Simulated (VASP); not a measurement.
# Ti (P6_3/mmc) in VASP: further runs

The runs below take Ti through single point, with PBEsol.

Program: VASP 6.6.1. These are calculated values, not measurements. Logs are shortened: lines on timing, memory, paths and dates and some standing lists are left out, and cuts for length are marked.

### 1 The cell of the first run

Symmetry: P6_3/mmc, No. 194, hexagonal system. The conventional cell has a = 2.864 Å, b = 2.864 Å, c = 4.533 Å, α = 90.00°, β = 90.00°, γ = 120.00°. Within 3.7 Å of Ti (site symmetry -6m2) lie 12 Ti at 2.81 to 2.86 Å.

### 2 Single point, PBEsol (the cell strained)

Contents of INCAR:

```
SYSTEM = Ti
ALGO = Fast
EDIFF = 1E-6
ENCUT = 520
GGA = PS
ISIF = 2
ISMEAR = 0
LASPH = .TRUE.
LCHARG = .FALSE.
LREAL = .FALSE.
LWAVE = .FALSE.
NBANDS = 19
NELM = 60
PREC = Accurate
SIGMA = 0.15
```

Contents of KPOINTS:

```
k-points
0
G
  18 18 10
  0 0 0
```

Contents of POSCAR:

```
Ti
1.0
    2.8639354726      0.0000000000      0.0000000000
   -1.4319677363      2.4802408741      0.0000000000
    0.0000000000      0.0000000000      4.5334257819
Ti
2
Direct
    0.3333333333      0.6666666667      0.2500000000
    0.6666666667      0.3333333333      0.7500000000
```

Potentials or basis: VASP PAW PBE potentials, release 64 (Ti_sv).

On the command line:

```console
$ cat potpaw_PBE.64/Ti_sv/POTCAR > POTCAR
$ mpirun -np 1 vasp_std > vasp.out
```

OUTCAR:

```text
SYSTEM = Ti
   EDIFF = 1E-6
   ENCUT = 520
   GGA = PS
   ISIF = 2
   ISMEAR = 0
   LASPH = .TRUE.
   LREAL = .FALSE.
   NELM = 60
   PREC = Accurate

 ion  position               nearest neighbor table
   1  0.333  0.667  0.250-   2 2.81   2 2.81   2 2.81   2 2.81   2 2.81   2 2.81
   2  0.667  0.333  0.750-   1 2.81   1 2.81   1 2.81   1 2.81   1 2.81   1 2.81

  LATTYP: Found a hexagonal cell.
 ALAT       =     2.8639354726
 C/A-ratio  =     1.5829357279

  Lattice vectors:

 A1 = (   2.8639354726,   0.0000000000,   0.0000000000)
 A2 = (  -1.4319677363,   2.4802408741,   0.0000000000)
 A3 = (   0.0000000000,   0.0000000000,   4.5334257819)

Analysis of symmetry for initial positions (statically):
=====================================================================
 Subroutine PRICEL returns:
 Original cell was already a primitive cell.

 Routine SETGRP: Setting up the symmetry group for a
 hexagonal supercell.

 Subroutine GETGRP returns: Found 24 space group operations
 (whereof 12 operations were pure point group operations)
 out of a pool of 24 trial point group operations.

The static configuration has the point symmetry D_3d.
 The point group associated with its full space group is D_6h.

Analysis of symmetry for dynamics (positions and initial velocities):
=====================================================================
 Subroutine PRICEL returns:
 Original cell was already a primitive cell.

 Routine SETGRP: Setting up the symmetry group for a
 hexagonal supercell.

 Subroutine GETGRP returns: Found 24 space group operations
 (whereof 12 operations were pure point group operations)
 out of a pool of 24 trial point group operations.

The dynamic configuration has the point symmetry D_3d.
 The point group associated with its full space group is D_6h.

 Subroutine INISYM returns: Found 24 space group operations
 (whereof 12 operations are pure point group operations),
 and found     1 'primitive' translations

----------------------------------------------------------------------------------------

                                     Primitive cell

  volume of cell :      32.2021

  direct lattice vectors                    reciprocal lattice vectors
     2.863935473  0.000000000  0.000000000     0.349169878  0.201593323  0.000000000
    -1.431967736  2.480240874  0.000000000     0.000000000  0.403186646  0.000000000
     0.000000000  0.000000000  4.533425782     0.000000000  0.000000000  0.220583737

  length of vectors
     2.863935473  2.863935473  4.533425782     0.403186646  0.403186646  0.220583737

  position of ions in fractional coordinates (direct lattice)
     0.333333333  0.666666667  0.250000000
     0.666666667  0.333333333  0.750000000

  ion indices of the primitive-cell ions
   primitive index   ion index
                 1           1
                 2           2

----------------------------------------------------------------------------------------

 KPOINTS: k-points

Automatic generation of k-mesh.
 Grid dimensions read from file:
 generate k-points for:   18   18   10

 Generating k-lattice:

  Cartesian coordinates                     Fractional coordinates (reciprocal lattice)
     0.019398327  0.011199629  0.000000000     0.055555556  0.000000000  0.000000000
     0.000000000  0.022399258  0.000000000     0.000000000  0.055555556  0.000000000
     0.000000000  0.000000000  0.022058374     0.000000000  0.000000000  0.100000000

  Length of vectors
     0.022399258  0.022399258  0.022058374

  Shift w.r.t. Gamma in fractional coordinates (k-lattice)
     0.000000000  0.000000000  0.000000000

 Subroutine IBZKPT returns following result:
 ===========================================

 Found    222 irreducible k-points:

 Following reciprocal coordinates:
            Coordinates               Weight
  0.000000  0.000000  0.000000      1.000000
  0.055556  0.000000  0.000000      6.000000
  0.111111  0.000000  0.000000      6.000000
  0.166667  0.000000  0.000000      6.000000
  0.222222  0.000000  0.000000      6.000000
  0.277778  0.000000  0.000000      6.000000
[... 16 lines left out ...]
  0.333333  0.111111  0.000000     12.000000
  0.388889  0.111111  0.000000     12.000000
 [... further k-points ...]
   k-points           NKPTS =    222   k-points in BZ     NKDIM =    222   number of bands    NBANDS=     19
   number of dos      NEDOS =    301   number of ions     NIONS =      2
   total plane-waves  NPLWV =  20736
   dimension x,y,z NGX =    24 NGY =   24 NGZ =   36
   dimension x,y,z NGXF=    48 NGYF=   48 NGZF=   72
   ions per type =               2
   NGX,Y,Z   is equivalent  to a cutoff of  13.93, 13.93, 13.20 a.u.
   NGXF,Y,Z  is equivalent  to a cutoff of  27.86, 27.86, 26.40 a.u.
 SYSTEM =  Ti
   PREC   = accura    normal or accurate (medium, high low for compatibility)
   ISTART =      0    job   : 0-new  1-cont  2-samecut
   ICHARG =      2    charge: 1-file 2-atom 10-const
   ISPIN  =      1    spin polarized calculation?
   LNONCOLLINEAR =      F non collinear calculations
   LSORBIT =      F    spin-orbit coupling
   LASPH  =      T    aspherical Exc in radial PAW
   ENCUT  =  520.0 eV  38.22 Ry    6.18 a.u.   5.33  5.33  8.43*2*pi/ulx,y,z
   NELM   =     60;   NELMIN=  2; NELMDL= -5     # of ELM steps
   EDIFF  = 0.1E-05   stopping-criterion for ELM
   LREAL  =      F    real-space projection
   EDIFFG = 0.1E-04   stopping-criterion for IOM
   NSW    =      0    number of steps for IOM
   IBRION =     -1    ionic relax: 0-MD 1-quasi-New 2-CG
   NFREE  =      0    steps in history (QN), initial steepest desc. (CG)
   ISIF   =      2    stress and relaxation
   ISYM   =      2    0-nonsym 1-usesym 2-fastsym
   POTIM  = 0.5000    time-step for ionic-motion
   TEBEG  =    0.0;   TEEND  =   0.0 temperature during run
   PSTRESS=    0.0 pullay stress
   NELECT =      24.0000    total number of electrons
   NUPDOWN=      -1.0000    fix difference up-down
   EMIN   =  10.00;   EMAX   =-10.00  energy-range for DOS
   EFERMI =   0.00;   METHOD = LEGACY
   ISMEAR =     0;   SIGMA  =   0.15  broadening in eV -4-tet -1-fermi 0-gaus
   EFERMI_NEDOS =   21; number of points for ismear=-14 and -15
   IALGO  =     68    algorithm
   IMIX   =      4    mixing-type and parameters
     AMIX     =   0.40;   BMIX     =  1.00
     AMIX_MAG =   1.60;   BMIX_MAG =  1.00
  volume/ion in A,a.u.               =      16.10       108.66
  Fermi-wavevector in a.u.,A,eV,Ry     =   1.484285  2.804892 29.975033  2.203103
  Thomas-Fermi vector in A             =   2.597841
   LORBIT       =      0    0 simple, 1 ext, 2 COOP (PROOUT), +10 PAW based schemes
   GGA     = PS    functional components
   LHFCALC =     F    Hartree Fock is set to
   AEXX    =    0.0000 exact exchange contribution
   IVDW    =     0    specifies the selected vdW correction
   LEPSILON=     F    determine dielectric tensor
   LRPA    =     F    only Hartree local field effects (RPA)
 non-spin polarized calculation
 RMM-DIIS sequential band-by-band and
 Gauss-broadening in eV      SIGMA  =   0.15
  energy-cutoff  :      520.00
  volume of cell :       32.20
 maximum number of plane-waves:       884
 NGX is ok and might be reduce to    24
   NGX = 11   NGY = 11   NGZ = 17

 number of electron      24.0000003 magnetization

 Free energy of the ion-electron system (eV)
  ---------------------------------------------------
  ext. energy  EPLUGINS =         0.00000000
  ---------------------------------------------------
  free energy    TOTEN  =       -16.67366669 eV

  energy without entropy =      -16.65151322  energy(sigma->0) =      -16.66258995

 E-fermi :   9.0302     XC(G=0): -12.0026

 val. band max:        9.0188995084   @ k =   0.3333   0.1667   0.4000
 cond. band min:       9.0395738419   @ k =   0.0000   0.0000   0.4000
 fundamental gap:      0.0206743335
 Fermi energy:         9.0302164002

 k-point     1 :       0.0000    0.0000    0.0000
  band No.  band energies     occupation
      1     -47.4751      2.00000
      2     -47.2854      2.00000
      3     -24.2617      2.00000
      4     -23.4429      2.00000
      5     -23.4429      2.00000
      6     -23.3450      2.00000
[... 11 lines left out ...]
     18      10.7822      0.00000
     19      12.4919      0.00000

 k-point     2 :       0.0556    0.0000    0.0000
  band No.  band energies     occupation
      1     -47.4708      2.00000
      2     -47.2838      2.00000
      3     -24.2528      2.00000
      4     -23.4612      2.00000
      5     -23.4491      2.00000
      6     -23.3487      2.00000
[... 11 lines left out ...]
     18      10.7266      0.00000
     19      12.5229      0.00000

 k-point     3 :       0.1111    0.0000    0.0000
  band No.  band energies     occupation
      1     -47.4586      2.00000
      2     -47.2791      2.00000
      3     -24.2269      2.00000
      4     -23.5140      2.00000
      5     -23.4664      2.00000
      6     -23.3881      2.00000
[... 11 lines left out ...]
     18      10.6405      0.00000
     19      12.6004      0.00000

 k-point     4 :       0.1667    0.0000    0.0000
  band No.  band energies     occupation
      1     -47.4394      2.00000
      2     -47.2721      2.00000
      3     -24.1856      2.00000
      4     -23.5953      2.00000
      5     -23.4921      2.00000
      6     -23.4696      2.00000
[... 11 lines left out ...]
     18      10.9239      0.00000
     19      12.6951      0.00000

 k-point     5 :       0.2222    0.0000    0.0000
  band No.  band energies     occupation
      1     -47.4151      2.00000
      2     -47.2642      2.00000
      3     -24.1314      2.00000
      4     -23.6956      2.00000
      5     -23.5669      2.00000
      6     -23.5228      2.00000
[... 11 lines left out ...]
     18      11.2910      0.00000
     19      12.7845      0.00000

 k-point     6 :       0.2778    0.0000    0.0000
  band No.  band energies     occupation
      1     -47.3880      2.00000
      2     -47.2570      2.00000
      3     -24.0682      2.00000
      4     -23.8030      2.00000
      5     -23.6674      2.00000
      6     -23.5544      2.00000
[... 11 lines left out ...]
     18      11.7108      0.00000
     19      12.8576      0.00000

 k-point     7 :       0.3333   -0.0000    0.0000
  band No.  band energies     occupation
      1     -47.3608      2.00000
      2     -47.2517      2.00000
      3     -24.0008      2.00000
      4     -23.9042      2.00000
      5     -23.7595      2.00000
      6     -23.5835      2.00000
[... 11 lines left out ...]
     18      12.1439      0.00000
     19      12.9114      0.00000

 k-point     8 :       0.3889    0.0000    0.0000
  band No.  band energies     occupation
      1     -47.3366      2.00000
      2     -47.2495      2.00000
      3     -23.9866      2.00000
      4     -23.9360      2.00000
      5     -23.8330      2.00000
      6     -23.6068      2.00000
[... 256 lines left out ...]
 k-point    20 :       0.1667    0.1111    0.0000
  band No.  band energies     occupation
      1     -47.4053      2.00000
      2     -47.2614      2.00000
      3     -24.1091      2.00000
      4     -23.7009      2.00000
      5     -23.6477      2.00000
      6     -23.5024      2.00000
[... 11 lines left out ...]
     18      11.6081      0.00000
     19      12.7530      0.00000

 k-point    21 :       0.2222    0.1111    0.0000
  band No.  band energies     occupation
      1     -47.3794      2.00000
      2     -47.2550      2.00000
      3     -24.0476      2.00000
      4     -23.7985      2.00000
      5     -23.7195      2.00000
      6     -23.5504      2.00000
[... 11 lines left out ...]
     18      12.0953      0.00000
     19      12.7994      0.00000

 k-point    22 :       0.2778    0.1111    0.0000
  band No.  band energies     occupation
      1     -47.3533      2.00000
      2     -47.2507      2.00000
      3     -23.9815      2.00000
      4     -23.8931      2.00000
      5     -23.7823      2.00000
      6     -23.5965      2.00000
[... 11 lines left out ...]
     18      12.6210      0.00000
     19      12.8351      0.00000

 k-point    23 :       0.3333    0.1111    0.0000
  band No.  band energies     occupation
      1     -47.3298      2.00000
      2     -47.2492      2.00000
      3     -23.9701      2.00000
      4     -23.9174      2.00000
      5     -23.8328      2.00000
      6     -23.6338      2.00000
[... 11 lines left out ...]
     18      12.8589      0.00000
     19      13.1640      0.00000

 k-point    24 :       0.3889    0.1111    0.0000
  band No.  band energies     occupation
      1     -47.3124      2.00000
      2     -47.2503      2.00000
      3     -24.0202      2.00000
      4     -23.8656      2.00000
      5     -23.8655      2.00000
      6     -23.6578      2.00000
[... 11 lines left out ...]
     18      12.8721      0.00000
     19      13.7083      0.00000

 [... further k-points ...]

------------------------ aborting loop because EDIFF is reached ----------------------------------------

  FORCE on cell =-STRESS in cart. coord.  units (eV):
  Direction    XX          YY          ZZ          XY          YZ          ZX
  --------------------------------------------------------------------------------------
  -------------------------------------------------------------------------------------
  Total        0.8817906      0.8817906      0.9032074     -0.0000000     -0.0000000     -0.0000000
  in kB       43.8725072     43.8725072     44.9380754     -0.0000000     -0.0000000     -0.0000000
  external PRESSURE =      44.2276966 kB  Pullay stress =       0.0000000 kB

 VOLUME and BASIS-vectors are now :
 -----------------------------------------------------------------------------
  energy-cutoff  :      520.00
  volume of cell :       32.20
      direct lattice vectors                 reciprocal lattice vectors
     2.863935473  0.000000000  0.000000000     0.349169878  0.201593323  0.000000000
    -1.431967736  2.480240874  0.000000000     0.000000000  0.403186646  0.000000000
     0.000000000  0.000000000  4.533425782     0.000000000  0.000000000  0.220583737

 POSITION                                       TOTAL-FORCE (eV/Angst)
 -----------------------------------------------------------------------------------
     -0.00000      1.65349      1.13336        -0.000000     -0.000000      0.000000
      1.43197      0.82675      3.40007         0.000000      0.000000      0.000000
 -----------------------------------------------------------------------------------
    total drift:                               -0.000000      0.000000     -0.000000

  FREE ENERGIE OF THE ION-ELECTRON SYSTEM (eV)
  ---------------------------------------------------
  free  energy   TOTEN  =       -16.6736666936 eV

  energy  without entropy=      -16.6515132150  energy(sigma->0) =      -16.66258995
```

Run time: 2.4 min. Hardware: 1 thread of Intel Xeon 6975P-C (Granite Rapids), shared host; peak memory 0.23 GiB.

Results:

```
Free energy            : -16.6737 eV
Pressure               : 4.4 GPa
Band gap on the k mesh : zero (bands 12 and 13 overlap by 1.13 eV)
```

Caveat: the cell differs from its parent crystal (the cell strained); the cell stands under pressure; the PAW data sets were made with another functional, which shifts forces and pressure a little.

### 3 Single point, PBEsol (the cell strained)

Contents of INCAR:

```
SYSTEM = Ti
ALGO = Fast ; EDIFF = 1E-6
ENCUT = 520 ; GGA = PS
ISIF = 2 ; ISMEAR = 0
LASPH = .TRUE. ; LCHARG = .FALSE.
LREAL = .FALSE. ; LWAVE = .FALSE.
NBANDS = 19 ; NELM = 80
PREC = Accurate ; SIGMA = 0.15
```

KPOINTS is that of step 2.

Contents of POSCAR:

```
Ti
1.0
    2.9364401681      0.0000000000      0.0000000000
   -1.4682200841      2.5430317823      0.0000000000
    0.0000000000      0.0000000000      4.6481960549
Ti
2
Direct
    0.3333333333      0.6666666667      0.2500000000
    0.6666666667      0.3333333333      0.7500000000
```

Potentials or basis: VASP PAW PBE potentials, release 64 (Ti_sv).

On the command line:

```console
$ cat potpaw_PBE.64/Ti_sv/POTCAR > POTCAR
$ mpirun -np 1 vasp_std > vasp.out
```

Wall time 2.3 min (1 thread of Intel Xeon 6975P-C (Granite Rapids), shared host); peak memory 0.24 GiB.

Results (log left out):

| Quantity | Value |
| --- | --- |
| Free energy | -16.6720 eV |
| Pressure | -4.3 GPa |
| Band gap on the k mesh | zero (bands 12 and 13 overlap by 1.10 eV) |

Stress tensor (GPa, compression positive):
```
-4.27  0.00  0.00
 0.00 -4.27  0.00
 0.00  0.00 -4.43
```

Levels at points of the mesh, in eV from the Fermi level:
```
           k point  band 9  band 10  band 11  band 12  band 13  band 14  band 15  band 16
(0.00, 0.00, 0.00)   -6.21    -2.69     0.77     0.77     0.79     0.90     1.28     1.28
(0.50, 0.00, 0.00)   -2.35    -2.16    -1.85    -0.62     0.47     0.63     1.18     3.36
(0.00, 0.00, 0.50)   -4.35    -4.35     0.09     0.09     0.68     0.68     0.68     0.68
(0.50, 0.00, 0.50)   -2.55    -2.55    -0.81    -0.81     1.34     1.34     1.73     1.73
```

Caveat: the cell differs from its parent crystal (the cell strained); the cell stands under tension; the PAW data sets were made with another functional, which shifts forces and pressure a little.

### 4 Single point, PBEsol (the cell strained)

Contents of INCAR:

```
PREC = Accurate
ENCUT = 520
EDIFF = 1E-7
ISMEAR = 0
SIGMA = 0.15
LREAL = F
LASPH = T
NELM = 60
ALGO = Fast
ISIF = 2
LWAVE = F
LCHARG = F
GGA = PS
NBANDS = 19
```

Contents of KPOINTS:

```
Automatic mesh
0
Gamma
  18 18 10
```

Contents of POSCAR:

```
Ti
1.0
    2.9726925159      0.0000000000      0.0000000000
   -1.4863462580      2.5744272364      0.0000000000
    0.0000000000      0.0000000000      4.7055811914
Ti
2
Direct
    0.3333333333      0.6666666667      0.2500000000
    0.6666666667      0.3333333333      0.7500000000
```

On the command line:

```console
$ cat potpaw_PBE.64/Ti_sv/POTCAR > POTCAR
$ mpirun -np 1 vasp_std > vasp.out
```

Run time: 3 min. Hardware: 1 thread of Intel Xeon 6975P-C (Granite Rapids), shared host; peak memory 0.25 GiB.

Results (log left out):

```
Free energy            : -16.6224 eV
Pressure               : -7.9 GPa
Band gap on the k mesh : zero (bands 12 and 13 overlap by 1.08 eV)
```

Stress tensor (GPa, compression positive):
```
-7.82  0.00  0.00
 0.00 -7.82  0.00
 0.00  0.00 -8.06
```

Levels at points of the mesh, in eV from the Fermi level:
```tsv
k point	band 9	band 10	band 11	band 12	band 13	band 14	band 15	band 16
(0.00, 0.00, 0.00)	-6.12	-2.60	0.70	0.75	0.75	0.87	1.23	1.23
(0.50, 0.00, 0.00)	-2.30	-2.06	-1.76	-0.65	0.46	0.60	1.13	3.20
(0.00, 0.00, 0.50)	-4.31	-4.31	0.09	0.09	0.66	0.66	0.66	0.66
(0.50, 0.00, 0.50)	-2.46	-2.46	-0.77	-0.77	1.24	1.24	1.66	1.66
```

Caveat: the cell differs from its parent crystal (the cell strained); the cell stands under tension; the PAW data sets were made with another functional, which shifts forces and pressure a little.

### 5 Summary

| cell | further INCAR settings | gap on the mesh (eV) | pressure (GPa) |
| --- | --- | --- | --- |
| a = 2.864, b = 2.864, c = 4.533 Å, angles 90.0, 90.0, 120.0°, 2 atoms | ALGO = Fast; EDIFF = 1e-06; NBANDS = 19 | none | 4.4 |
| a = 2.936, b = 2.936, c = 4.648 Å, angles 90.0, 90.0, 120.0°, 2 atoms | ALGO = Fast; EDIFF = 1e-06; NBANDS = 19 | none | -4.3 |
| a = 2.973, b = 2.973, c = 4.706 Å, angles 90.0, 90.0, 120.0°, 2 atoms | ALGO = Fast; EDIFF = 1e-07; NBANDS = 19 | none | -7.9 |

Alike in all rows: task single point; level PBEsol; potentials or basis VASP PAW PBE potentials, release 64 (Ti_sv); no spin polarisation; k mesh 18 × 18 × 10; cutoff (eV) 520; smearing gaussian 0.15 eV.

Caveats: the PAW data sets were made with another functional, which shifts forces and pressure a little; the cell stands under tension (at least some runs); the cell stands under pressure (at least some runs).

Absolute energies hang on the potentials; compare differences alone.
